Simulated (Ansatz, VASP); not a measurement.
One calculation of SiW6, two programs

```
W Si
1.0
     4.46825    0.00000    0.00000
    -2.23413    3.86962    0.00000
     0.00000    0.00000   21.72591
W Si
6 1
Direct
  0.66667 0.33333 0.18411
  0.33333 0.66667 0.22609
  0.00000 0.00000 0.26807
  0.66667 0.33333 0.30709
  0.33333 0.66667 0.34670
  0.00000 0.00000 0.38322
  0.22222 0.66667 0.52591
```

Alike in both runs: task single point; functional PBE; dispersion D3(BJ); k mesh 6 × 6 × 1; occupations gaussian, width 0.1 eV; no spin polarisation.

|  | VASP | Ansatz |
| --- | --- | --- |
| version | VASP 6.6.1 | Ansatz 0.2.0 |
| potentials or method | VASP PAW PBE potentials, release 64 (W_sv, Si), cutoff 520 eV | scalar-relativistic, plane waves, PAW |
| valence electrons in the cell | 88 | 88 |

Ansatz gave:

| Quantity | Value |
| --- | --- |
| gap on the k mesh at the Fermi level (eV) | none |
| rms of the force components (eV/Å) | 1.435 |

Question: Which values does VASP return?

Answer: gap on the k mesh at the Fermi level (eV): none; rms of the force components (eV/Å): 1.446.

Atom by atom the forces differ by 0.021 eV/Å (rms over components). A gap of «none» marks a metal or a gap that the smearing closes. Ansatz's warnings: dispersion switch in reach, vacuum below fermi.

Neither program's run includes spin-orbit coupling.
